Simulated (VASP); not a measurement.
Write the native input for VASP 6.6.1 that does the following.

| Quantity | Value |
| --- | --- |
| Task | density of states |
| Functional | PBE |
| Potentials or basis | VASP PAW PBE potentials, release 64 (Ni, O) |
| Cutoff | 520 eV |
| k mesh | 14 × 14 × 14 |
| Occupations | gaussian, width 0.05 eV |
| Spin | no spin polarisation |
| Dipole correction | no |
| k mesh for the DOS | 21 × 21 × 21 |
| Occupations for the DOS | tetrahedron |
| Further INCAR settings | ALGO = Normal; EDIFF = 1e-07 |

The system is NiO.

```xyz
2
Lattice="0.0000 2.0796 2.0796 2.0796 0.0000 2.0796 2.0796 2.0796 0.0000" Properties=species:S:1:pos:R:3 pbc="T T T"
Ni    0.0000    0.0000    0.0000
O     2.0796    2.0796    2.0796
```

These files were run (other wordings do the same):

POSCAR

```
NiO
1.0
    0.0000000000      2.0796301279      2.0796301279
    2.0796301279      0.0000000000      2.0796301279
    2.0796301279      2.0796301279      0.0000000000
Ni O
1 1
Direct
    0.0000000000      0.0000000000      0.0000000000
    0.5000000000      0.5000000000      0.5000000000
```

INCAR.step1

```
SYSTEM = NiO
PREC = Accurate
ENCUT = 520
EDIFF = 1E-7
ISMEAR = 0
SIGMA = 0.05
LREAL = .False.
LASPH = .True.
NELM = 80
ALGO = Normal
ISIF = 2
LWAVE = .False.
LCHARG = .True.
LMAXMIX = 4
GGA = PE
NBANDS = 15
```

KPOINTS.step1

```
Automatic mesh
0
Gamma
  14 14 14
  0 0 0
```

INCAR.step2

```
SYSTEM = NiO
PREC = Accurate
ENCUT = 520
EDIFF = 1E-7
ISMEAR = -5
SIGMA = 0.05
LREAL = .False.
LASPH = .True.
NELM = 80
ALGO = Normal
ISIF = 2
LWAVE = .False.
LCHARG = .False.
LMAXMIX = 4
GGA = PE
LORBIT = 11
NEDOS = 2001
ICHARG = 11
```

KPOINTS.step2

```
Automatic mesh
0
Gamma
  21 21 21
  0 0 0
```

Potentials or basis: VASP PAW PBE potentials, release 64 (Ni, O).

Launch:

```bash
$ cat potpaw_PBE.64/Ni/POTCAR potpaw_PBE.64/O/POTCAR > POTCAR
$ cp INCAR.step1 INCAR
$ cp KPOINTS.step1 KPOINTS
$ mpirun -np 1 vasp_std > vasp.out
$ cp INCAR.step2 INCAR
$ cp KPOINTS.step2 KPOINTS
$ mpirun -np 1 vasp_std > vasp.out
```

It gave:

* Valence electrons inside the program's atomic spheres: Ni 9.08; O 4.94

Caveat: the run has no spin polarisation, though such a crystal can be magnetic; semilocal functionals often make such compounds metallic where correlation or magnetic order opens a gap, which also shifts bond lengths.

Wall time 48 s on 1 thread of Intel(R) Xeon(R) Platinum 8259CL CPU @ 2.50GHz (Skylake/Cascade Lake), with other jobs on the host, peak memory 0.19 GiB.
